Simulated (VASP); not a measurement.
# Ca3H2C (P4/mmm) in VASP: a series of runs

The runs below take Ca3H2C through single point, relaxation of cell and atoms, with PBE.

Program: VASP 6.6.1. These are calculated values, not measurements. Logs are shortened: lines on timing, memory, paths and dates and some standing lists are left out, and cuts for length are marked.

### Step 1. The cell of the first run

The structure is tetragonal, space group P4/mmm (No. 123). The conventional cell has a = 3.203 Å, b = 3.203 Å, c = 9.608 Å, α = 90.00°, β = 90.00°, γ = 90.00°. Within 3.7 Å of Ca (site symmetry 4mm) lie 4 H at 2.77 Å and 4 C at 2.77 Å and 6 Ca at 3.20 Å. Ca (site symmetry 4/mmm) has 8 H at 2.77 Å and 6 Ca at 3.20 Å within 3.7 Å. H (site symmetry 4mm) has 8 Ca at 2.77 Å and 1 C at 3.20 Å and 5 H at 3.20 Å within 3.7 Å. Within 3.7 Å of C (site symmetry 4/mmm) lie 8 Ca at 2.77 Å and 2 H at 3.20 Å and 4 C at 3.20 Å.

### Step 2. Single point, PBE

The input, INCAR:

```
PREC = Accurate ; ENCUT = 520
EDIFF = 1E-6 ; ISMEAR = 0
SIGMA = 0.1 ; LREAL = False
LASPH = True ; NELM = 100
ALGO = Normal ; ISIF = 2
LWAVE = False ; LCHARG = False
GGA = PE ; NBANDS = 27
```

The input, KPOINTS:

```
Automatic mesh
0
Gamma
  6 6 2
```

The input, POSCAR:

```
Ca3H2C
1.0
    3.2027543900      0.0000000000      0.0000000000
    0.0000000000      3.2027543900      0.0000000000
    0.0000000000      0.0000000000      9.6082631800
Ca H C
3 2 1
Direct
    0.0000000000      0.0000000000      0.8333333300
    0.0000000000      0.0000000000      0.1666666700
    0.0000000000      0.0000000000      0.5000000000
    0.5000000000      0.5000000000      0.3333333300
    0.5000000000      0.5000000000      0.6666666700
    0.5000000000      0.5000000000      0.0000000000
```

Potentials or basis: VASP PAW PBE potentials, release 64 (Ca_sv, H, C).

The run is started by

```console
cat potpaw_PBE.64/Ca_sv/POTCAR potpaw_PBE.64/H/POTCAR potpaw_PBE.64/C/POTCAR > POTCAR
mpirun -np 1 vasp_std > vasp.out
```

OUTCAR:

```text
PREC = Accurate
   ENCUT = 520
   EDIFF = 1E-6
   ISMEAR = 0
   LREAL = False
   LASPH = True
   NELM = 100
   ISIF = 2
   GGA = PE

 ion  position               nearest neighbor table
   1  0.000  0.000  0.833-
   2  0.000  0.000  0.167-
   3  0.000  0.000  0.500-
   4  0.500  0.500  0.333-
   5  0.500  0.500  0.667-
   6  0.500  0.500  0.000-

  LATTYP: Found a simple tetragonal cell.
 ALAT       =     3.2027543900
 C/A-ratio  =     3.0000000031

  Lattice vectors:

 A1 = (   3.2027543900,   0.0000000000,   0.0000000000)
 A2 = (   0.0000000000,   3.2027543900,   0.0000000000)
 A3 = (   0.0000000000,   0.0000000000,   9.6082631800)

Analysis of symmetry for initial positions (statically):
=====================================================================
 Subroutine PRICEL returns:
 Original cell was already a primitive cell.

 Routine SETGRP: Setting up the symmetry group for a
 simple tetragonal supercell.

 Subroutine GETGRP returns: Found 16 space group operations
 (whereof 16 operations were pure point group operations)
 out of a pool of 16 trial point group operations.

The static configuration has the point symmetry D_4h.

Analysis of symmetry for dynamics (positions and initial velocities):
=====================================================================
 Subroutine PRICEL returns:
 Original cell was already a primitive cell.

 Routine SETGRP: Setting up the symmetry group for a
 simple tetragonal supercell.

 Subroutine GETGRP returns: Found 16 space group operations
 (whereof 16 operations were pure point group operations)
 out of a pool of 16 trial point group operations.

The dynamic configuration has the point symmetry D_4h.

 Subroutine INISYM returns: Found 16 space group operations
 (whereof 16 operations are pure point group operations),
 and found     1 'primitive' translations

----------------------------------------------------------------------------------------

                                     Primitive cell

  volume of cell :      98.5581

  direct lattice vectors                    reciprocal lattice vectors
     3.202754390  0.000000000  0.000000000     0.312231248  0.000000000  0.000000000
     0.000000000  3.202754390  0.000000000     0.000000000  0.312231248  0.000000000
     0.000000000  0.000000000  9.608263180     0.000000000  0.000000000  0.104077083

  length of vectors
     3.202754390  3.202754390  9.608263180     0.312231248  0.312231248  0.104077083

  position of ions in fractional coordinates (direct lattice)
     0.000000000  0.000000000  0.833333330
     0.000000000  0.000000000  0.166666670
     0.000000000  0.000000000  0.500000000
     0.500000000  0.500000000  0.333333330
     0.500000000  0.500000000  0.666666670
     0.500000000  0.500000000  0.000000000

  ion indices of the primitive-cell ions
   primitive index   ion index
                 1           1
                 2           2
                 3           3
                 4           4
                 5           5
                 6           6

----------------------------------------------------------------------------------------

 KPOINTS: Automatic mesh

Automatic generation of k-mesh.
 Grid dimensions read from file:
 generate k-points for:    6    6    2

 Generating k-lattice:

  Cartesian coordinates                     Fractional coordinates (reciprocal lattice)
     0.052038541  0.000000000  0.000000000     0.166666667  0.000000000  0.000000000
     0.000000000  0.052038541  0.000000000     0.000000000  0.166666667  0.000000000
     0.000000000  0.000000000  0.052038541     0.000000000  0.000000000  0.500000000

  Length of vectors
     0.052038541  0.052038541  0.052038541

  Shift w.r.t. Gamma in fractional coordinates (k-lattice)
     0.000000000  0.000000000  0.000000000

 Subroutine IBZKPT returns following result:
 ===========================================

 Found     20 irreducible k-points:

 Following reciprocal coordinates:
            Coordinates               Weight
  0.000000  0.000000  0.000000      1.000000
  0.166667  0.000000  0.000000      4.000000
  0.333333  0.000000  0.000000      4.000000
  0.500000  0.000000  0.000000      2.000000
  0.166667  0.166667  0.000000      4.000000
  0.333333  0.166667  0.000000      8.000000
[... 12 lines left out ...]
  0.500000  0.333333  0.500000      4.000000
  0.500000  0.500000  0.500000      1.000000
   k-points           NKPTS =     20   k-points in BZ     NKDIM =     20   number of bands    NBANDS=     27
   number of dos      NEDOS =    301   number of ions     NIONS =      6
   total plane-waves  NPLWV =  41472
   dimension x,y,z NGX =    24 NGY =   24 NGZ =   72
   dimension x,y,z NGXF=    48 NGYF=   48 NGZF=  144
   ions per type =               3   2   1
   NGX,Y,Z   is equivalent  to a cutoff of  12.46, 12.46, 12.46 a.u.
   NGXF,Y,Z  is equivalent  to a cutoff of  24.92, 24.92, 24.92 a.u.
 SYSTEM =  unknown system
   PREC   = accura    normal or accurate (medium, high low for compatibility)
   ISTART =      0    job   : 0-new  1-cont  2-samecut
   ICHARG =      2    charge: 1-file 2-atom 10-const
   ISPIN  =      1    spin polarized calculation?
   LNONCOLLINEAR =      F non collinear calculations
   LSORBIT =      F    spin-orbit coupling
   LASPH  =      T    aspherical Exc in radial PAW
   ENCUT  =  520.0 eV  38.22 Ry    6.18 a.u.   5.96  5.96 17.87*2*pi/ulx,y,z
   NELM   =    100;   NELMIN=  2; NELMDL= -5     # of ELM steps
   EDIFF  = 0.1E-05   stopping-criterion for ELM
   LREAL  =      F    real-space projection
   EDIFFG = 0.1E-04   stopping-criterion for IOM
   NSW    =      0    number of steps for IOM
   IBRION =     -1    ionic relax: 0-MD 1-quasi-New 2-CG
   NFREE  =      0    steps in history (QN), initial steepest desc. (CG)
   ISIF   =      2    stress and relaxation
   ISYM   =      2    0-nonsym 1-usesym 2-fastsym
   POTIM  = 0.5000    time-step for ionic-motion
   TEBEG  =    0.0;   TEEND  =   0.0 temperature during run
   PSTRESS=    0.0 pullay stress
   NELECT =      36.0000    total number of electrons
   NUPDOWN=      -1.0000    fix difference up-down
   EMIN   =  10.00;   EMAX   =-10.00  energy-range for DOS
   EFERMI =   0.00;   METHOD = LEGACY
   ISMEAR =     0;   SIGMA  =   0.10  broadening in eV -4-tet -1-fermi 0-gaus
   EFERMI_NEDOS =   21; number of points for ismear=-14 and -15
   IALGO  =     38    algorithm
   IMIX   =      4    mixing-type and parameters
     AMIX     =   0.40;   BMIX     =  1.00
     AMIX_MAG =   1.60;   BMIX_MAG =  1.00
  volume/ion in A,a.u.               =      16.43       110.85
  Fermi-wavevector in a.u.,A,eV,Ry     =   1.170249  2.211450 18.632944  1.369483
  Thomas-Fermi vector in A             =   2.306710
   LORBIT       =      0    0 simple, 1 ext, 2 COOP (PROOUT), +10 PAW based schemes
   GGA     = PE    functional components
   LHFCALC =     F    Hartree Fock is set to
   AEXX    =    0.0000 exact exchange contribution
   IVDW    =     0    specifies the selected vdW correction
   LEPSILON=     F    determine dielectric tensor
   LRPA    =     F    only Hartree local field effects (RPA)
 non-spin polarized calculation
 Gauss-broadening in eV      SIGMA  =   0.10
  energy-cutoff  :      520.00
  volume of cell :       98.56
 maximum number of plane-waves:      2684
 NGX is ok and might be reduce to    24
   NGX = 11   NGY = 11   NGZ = 35

 number of electron      35.9999982 magnetization

 Free energy of the ion-electron system (eV)
  ---------------------------------------------------
  ext. energy  EPLUGINS =         0.00000000
  ---------------------------------------------------
  free energy    TOTEN  =       -19.73312924 eV

  energy without entropy =      -19.70937945  energy(sigma->0) =      -19.72125434

 E-fermi :   3.9604     XC(G=0):  -9.3890

 val. band max:        3.9592028872   @ k =   0.5000   0.5000   0.0000
 cond. band min:       4.0075278461   @ k =   0.1667   0.0000   0.5000
 fundamental gap:      0.0483249589
 Fermi energy:         3.9604158579

 k-point     1 :       0.0000    0.0000    0.0000
  band No.  band energies     occupation
      1     -38.3466      2.00000
      2     -37.2202      2.00000
      3     -37.1944      2.00000
      4     -19.4894      2.00000
      5     -19.1157      2.00000
      6     -19.1157      2.00000
[... 19 lines left out ...]
     26       7.8406      0.00000
     27       8.5932      0.00000

 k-point     2 :       0.1667    0.0000    0.0000
  band No.  band energies     occupation
      1     -38.3328      2.00000
      2     -37.2062      2.00000
      3     -37.1807      2.00000
      4     -19.4719      2.00000
      5     -19.2452      2.00000
      6     -19.1046      2.00000
[... 19 lines left out ...]
     26       7.5383      0.00000
     27       7.9889      0.00000

 k-point     3 :       0.3333    0.0000    0.0000
  band No.  band energies     occupation
      1     -38.3051      2.00000
      2     -37.1780      2.00000
      3     -37.1532      2.00000
      4     -19.4958      2.00000
      5     -19.4368      2.00000
      6     -19.0822      2.00000
[... 19 lines left out ...]
     26       7.1224      0.00000
     27       7.4007      0.00000

 k-point     4 :       0.5000    0.0000    0.0000
  band No.  band energies     occupation
      1     -38.2911      2.00000
      2     -37.1639      2.00000
      3     -37.1394      2.00000
      4     -19.6172      2.00000
      5     -19.4190      2.00000
      6     -19.0710      2.00000
[... 19 lines left out ...]
     26       6.8014      0.00000
     27       7.5458      0.00000

 k-point     5 :       0.1667    0.1667    0.0000
  band No.  band energies     occupation
      1     -38.3192      2.00000
      2     -37.1924      2.00000
      3     -37.1672      2.00000
      4     -19.4551      2.00000
      5     -19.2394      2.00000
      6     -19.2244      2.00000
[... 19 lines left out ...]
     26       7.1254      0.00000
     27       7.4375      0.00000

 k-point     6 :       0.3333    0.1667    0.0000
  band No.  band energies     occupation
      1     -38.2917      2.00000
      2     -37.1645      2.00000
      3     -37.1400      2.00000
      4     -19.4785      2.00000
      5     -19.4213      2.00000
      6     -19.2048      2.00000
[... 324 lines left out ...]
      1     -38.2779      2.00000
      2     -37.1509      2.00000
      3     -37.1259      2.00000
      4     -19.5978      2.00000
      5     -19.4082      2.00000
      6     -19.1915      2.00000
[... 19 lines left out ...]
     26       7.5240      0.00000
     27       7.7701      0.00000

 k-point    18 :       0.3333    0.3333    0.5000
  band No.  band energies     occupation
      1     -38.2648      2.00000
      2     -37.1378      2.00000
      3     -37.1131      2.00000
      4     -19.4503      2.00000
      5     -19.4360      2.00000
      6     -19.3939      2.00000
[... 19 lines left out ...]
     26       7.4951      0.00000
     27       7.5484      0.00000

 k-point    19 :       0.5000    0.3333    0.5000
  band No.  band energies     occupation
      1     -38.2513      2.00000
      2     -37.1241      2.00000
      3     -37.0997      2.00000
      4     -19.5588      2.00000
      5     -19.4255      2.00000
      6     -19.3780      2.00000
[... 19 lines left out ...]
     26       7.7338      0.00000
     27       7.7756      0.00000

 k-point    20 :       0.5000    0.5000    0.5000
  band No.  band energies     occupation
      1     -38.2379      2.00000
      2     -37.1106      2.00000
      3     -37.0865      2.00000
      4     -19.5392      2.00000
      5     -19.5392      2.00000
      6     -19.3628      2.00000
[... 19 lines left out ...]
     26       7.2391      0.00000
     27       8.2333      0.00000

------------------------ aborting loop because EDIFF is reached ----------------------------------------

  FORCE on cell =-STRESS in cart. coord.  units (eV):
  Direction    XX          YY          ZZ          XY          YZ          ZX
  --------------------------------------------------------------------------------------
  -------------------------------------------------------------------------------------
  Total       -1.7426597     -1.7426597     -1.2829469      0.0000000     -0.0000000      0.0000000
  in kB      -28.3289852    -28.3289852    -20.8558127      0.0000000     -0.0000000      0.0000000
  external PRESSURE =     -25.8379277 kB  Pullay stress =       0.0000000 kB

 VOLUME and BASIS-vectors are now :
 -----------------------------------------------------------------------------
  energy-cutoff  :      520.00
  volume of cell :       98.56
      direct lattice vectors                 reciprocal lattice vectors
     3.202754390  0.000000000  0.000000000     0.312231248  0.000000000  0.000000000
     0.000000000  3.202754390  0.000000000     0.000000000  0.312231248  0.000000000
     0.000000000  0.000000000  9.608263180     0.000000000  0.000000000  0.104077083

 POSITION                                       TOTAL-FORCE (eV/Angst)
 -----------------------------------------------------------------------------------
      0.00000      0.00000      8.00689        -0.000000     -0.000000      1.708287
      0.00000      0.00000      1.60138         0.000000     -0.000000     -1.708287
      0.00000      0.00000      4.80413         0.000000     -0.000000      0.000000
      1.60138      1.60138      3.20275         0.000000      0.000000      0.428987
      1.60138      1.60138      6.40551        -0.000000      0.000000     -0.428987
      1.60138      1.60138      0.00000         0.000000     -0.000000      0.000000
 -----------------------------------------------------------------------------------
    total drift:                                0.000000     -0.000000      0.000000

  FREE ENERGIE OF THE ION-ELECTRON SYSTEM (eV)
  ---------------------------------------------------
  free  energy   TOTEN  =       -19.7331292377 eV

  energy  without entropy=      -19.7093794480  energy(sigma->0) =      -19.72125434
```

It took 66 s on 1 thread of Intel Xeon Platinum 8259CL at 2.50GHz (Skylake/Cascade Lake), shared host; peak memory 0.21 GiB.

Results:

| Property | Result |
| --- | --- |
| Free energy | -19.7331 eV |
| Pressure | -2.6 GPa |
| Largest force | 1.708 eV/Å |
| Band gap on the k mesh | zero (bands 18 and 19 overlap by 0.31 eV) |

Forces on the atoms (eV/Å):
```
Ca   0.000  0.000  1.708
Ca   0.000  0.000 -1.708
Ca   0.000  0.000  0.000
H    0.000  0.000  0.429
H    0.000  0.000 -0.429
C    0.000  0.000  0.000
```

Levels at points of the mesh, in eV from the Fermi level:
```
           k point  band 15  band 16  band 17  band 18  band 19  band 20  band 21  band 22
(0.00, 0.00, 0.00)    -5.84    -1.99    -0.83     0.28     0.76     0.90     0.90     1.40
(0.50, 0.00, 0.00)    -4.85    -2.91    -1.08    -0.73     0.33     1.00     1.08     2.11
(0.50, 0.50, 0.00)    -3.62    -2.06    -2.06    -0.70     0.00     0.00     0.87     1.02
(0.00, 0.00, 0.50)    -5.48    -2.65    -0.18     0.29     0.89     0.89     1.07     1.32
(0.50, 0.00, 0.50)    -4.84    -2.81    -1.42    -0.72     0.89     1.08     1.16     1.70
(0.50, 0.50, 0.50)    -3.16    -2.08    -2.08    -1.45     0.12     0.12     1.34     1.34
```

Caveat: forces of over 1 eV/Å act on the atoms, so gaps and moduli don't describe the material at rest.

### Step 3. Single point, PBE

This run uses another cell than the first one, of 16.83 Å³/atom.

The input, INCAR:

```
  PREC = Accurate
  ENCUT = 520
  EDIFF = 1E-6
  ISMEAR = 0
  SIGMA = 0.1
  LREAL = F
  LASPH = T
  NELM = 100
  ALGO = Normal
  ISIF = 2
  LWAVE = F
  LCHARG = T
  GGA = PE
  LELF = T
  LVHAR = T
  NBANDS = 27
```

KPOINTS is that of step 2.

The input, POSCAR:

```
Ca3H2C
1.0
    3.1625454792      0.0000000000      0.0000000000
    0.0000000000      3.1625454792      0.0000000000
    0.0000000000      0.0000000000     10.0961599665
Ca H C
3 2 1
Direct
    0.0000000000      0.0000000000      0.8637879765
    0.0000000000      0.0000000000      0.1362120235
    0.0000000000      0.0000000000      0.5000000000
    0.5000000000      0.5000000000      0.3785751206
    0.5000000000      0.5000000000      0.6214248794
    0.5000000000      0.5000000000      0.0000000000
```

Potentials or basis: VASP PAW PBE potentials, release 64 (Ca_sv, H, C).

The run is started by

```console
cat potpaw_PBE.64/Ca_sv/POTCAR potpaw_PBE.64/H/POTCAR potpaw_PBE.64/C/POTCAR > POTCAR
mpirun -np 1 vasp_std > vasp.out
```

Run time: 70 s. Hardware: 1 thread of Intel Xeon Platinum 8259CL at 2.50GHz (Skylake/Cascade Lake), shared host; peak memory 0.22 GiB.

Results (log left out):

| Quantity | Value |
| --- | --- |
| Free energy | -20.4960 eV |
| Pressure | 0.1 GPa |
| Largest force | 0.069 eV/Å |
| Band gap on the k mesh | zero (bands 18 and 19 overlap by 0.96 eV) |

Forces in eV/Å, atoms in the order of the input:
```
Ca   0.000  0.000 -0.069
Ca   0.000  0.000  0.069
Ca   0.000  0.000  0.000
H    0.000  0.000  0.004
H    0.000  0.000 -0.004
C    0.000  0.000  0.000
```

Stress tensor (GPa, compression positive):
```
0.03 0.00 0.00
0.00 0.03 0.00
0.00 0.00 0.36
```

Levels at points of the mesh, in eV from the Fermi level:
```
           k point  band 16  band 17  band 18  band 19  band 20  band 21
(0.00, 0.00, 0.00)    -2.65    -0.85     0.49     0.49     0.49     1.17
(0.50, 0.00, 0.00)    -3.04    -0.90    -0.64     0.46     0.69     1.15
(0.50, 0.50, 0.00)    -2.52    -2.52    -1.46     0.61     0.61     1.52
(0.00, 0.00, 0.50)    -3.09    -0.26     0.49     0.49     0.50     1.11
(0.50, 0.00, 0.50)    -3.01    -1.03    -0.67     0.46     1.04     1.18
(0.50, 0.50, 0.50)    -2.52    -2.12    -1.99     0.66     0.66     2.10
```

(Part 1 of 2 ends here.)
